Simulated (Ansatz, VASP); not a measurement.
## In in VASP and in Ansatz

```
In
1.0
    -1.86049    1.91642    1.87568
     1.89237   -1.91762    1.90876
     1.82298    1.88010   -1.87688
In
1
Direct
  0.96861 0.97591 0.99270
```

Change from the starting cell: cell strained at random at fixed volume.

Alike in both runs: functional PBEsol; k mesh 10 × 10 × 10; occupations fermi-dirac, width 0.15 eV; collinear spin.

|  | VASP | Ansatz |
| --- | --- | --- |
| version | VASP 6.6.1 | Ansatz 0.2.0 |
| potentials or method | VASP PAW PBE potentials, release 64 (In_d), cutoff 520 eV | all-electron LAPW, scalar-relativistic |
| task | single point | atomic charges |

|  | VASP | Ansatz | Ansatz less VASP |
| --- | --- | --- | --- |
| gap on the k mesh at the Fermi level (eV) | none | none | - |
| pressure (GPa) | -1.3 | -1.3 | +0.04 |
| traceless stress, the component that is largest in VASP (GPa) | 0.33 | 0.33 | -0.001 |
| net moment per atom (μB) | 0.00 | 0.00 | 0.000 |

VASP's potentials were made for PBE, not for PBEsol. A gap of «none» marks a metal or a gap that the smearing closes. Ansatz ran all-electron here, and VASP with PAW potentials.
